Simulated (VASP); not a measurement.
BP, 4 atoms in the cell. The structure is hexagonal, space group P6_3/mmc (No. 194). Conventional cell: a = 3.204 Å, b = 3.204 Å, c = 8.467 Å, α = 90.00°, β = 90.00°, γ = 120.00°. Within 2.5 Å of B (site symmetry -6m2) lie 3 P at 1.85 Å. P (site symmetry -6m2) has 3 B at 1.85 Å within 2.5 Å. 

| Property | Result |
| --- | --- |
| Program | VASP 6.6.1 |
| Task | single point |
| Functional | r2SCAN |
| Potentials or basis | VASP PAW PBE potentials, release 64 (B, P) |
| Cutoff | 520 eV |
| k mesh | 9 × 9 × 4 |
| Occupations | gaussian, width 0.01 eV |
| Spin | no spin polarisation |
| Dipole correction | no |
| Further INCAR settings | ALGO = Normal; EDIFF = 1e-07; NBANDS = 16 |

Potentials or basis: VASP PAW PBE potentials, release 64 (B, P).

Run with:

```console
$ cat potpaw_PBE.64/B/POTCAR potpaw_PBE.64/P/POTCAR > POTCAR
$ cp INCAR.step1 INCAR
$ mpirun -np 1 vasp_std > vasp.out
$ cp INCAR.step2 INCAR
$ mpirun -np 1 vasp_std > vasp.out
```

Hardware: 1 thread of AMD EPYC 9R45 96-Core Processor (Zen 5) (shared host).

Question: Estimate the wall time of this run.

Answer: Run time: 110 s on 1 thread of AMD EPYC 9R45 96-Core Processor (Zen 5), with other jobs on the host, peak memory 0.17 GiB. Counts: k points 36.
